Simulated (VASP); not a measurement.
A run of VASP 6.6.1 is set up as follows.

INCAR

```
SYSTEM = HfGe
ALGO = Normal ; EDIFF = 1E-7
ENCUT = 520 ; GGA = PE
ISIF = 2 ; ISMEAR = -1
LASPH = .TRUE. ; LCHARG = .FALSE.
LREAL = .FALSE. ; LWAVE = .FALSE.
NBANDS = 19 ; NELM = 80
PREC = Accurate ; SIGMA = 0.05
```

KPOINTS

```
k-points
0
G
  8 8 7
  0 0 0
```

Contents of POSCAR:

```
HfGe
1.0
    3.2828127375      0.0000000000      0.0000000000
    0.0000000000      3.2828127375      0.0000000000
    0.0000000000      0.0000000000      4.1890055629
Hf Ge
1 1
Direct
    0.5000000000      0.5000000000      0.0000000000
    0.0000000000      0.0000000000      0.0000000000
```

Potentials or basis: VASP PAW PBE potentials, release 64 (Hf_pv, Ge_d).

Run with:

```bash
$ cat potpaw_PBE.64/Hf_pv/POTCAR potpaw_PBE.64/Ge_d/POTCAR > POTCAR
$ mpirun -np 1 vasp_std > vasp.out
```

Task: Predict the pressure.

Result: 47.7 GPa.

Task: What does it give for the band gap on the k mesh?

Result: Zero (band 12 reaches 6.57 eV, above the bottom of band 13 at 3.62 eV).

Stress tensor (GPa, compression positive):
```
72.30  0.00  0.00
 0.00 72.30  0.00
 0.00  0.00 -1.47
```

Caveat: spin-orbit coupling is left out, which moves the levels of the heavy elements.
